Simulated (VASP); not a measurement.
Crystal: Ge.

```
Ge
1.0
     3.91598    0.00000    0.00000
    -1.95799    3.39134    0.00000
     0.00000    0.00000    6.46466
Ge
4
Direct
  0.33333 0.66667 0.93710
  0.66667 0.33333 0.43710
  0.33333 0.66667 0.56290
  0.66667 0.33333 0.06290
```

This cell differs from its parent crystal: volume scaled by 0.94.

Base run:

| Quantity | Value |
| --- | --- |
| Program | VASP 6.6.1 |
| Functional | PBEsol |
| Potentials or basis | VASP PAW PBE potentials, release 64 (Ge_d) |
| Cutoff | 520 eV |
| k mesh | 8 × 8 × 4 |
| Occupations | fermi-dirac, width 0.05 eV |
| Spin | no spin polarisation |

Its results: band gap on the k mesh zero (filled and empty bands touch); pressure 4.6 GPa; largest force 0.024 eV/Å.

Problem. The run is repeated on the same cell with these changes: functional from PBEsol to r2SCAN. What comes out?

Solution. Band gap on the k mesh 0.23 eV, direct; pressure 5.1 GPa; largest force 0.039 eV/Å.

r2SCAN gives the wider gap, since meta-GGAs in the generalised Kohn-Sham scheme recover part of the derivative discontinuity.

Caveats: the PAW data sets were made with another functional, which shifts forces and pressure a little.

A k mesh can miss the band edges.
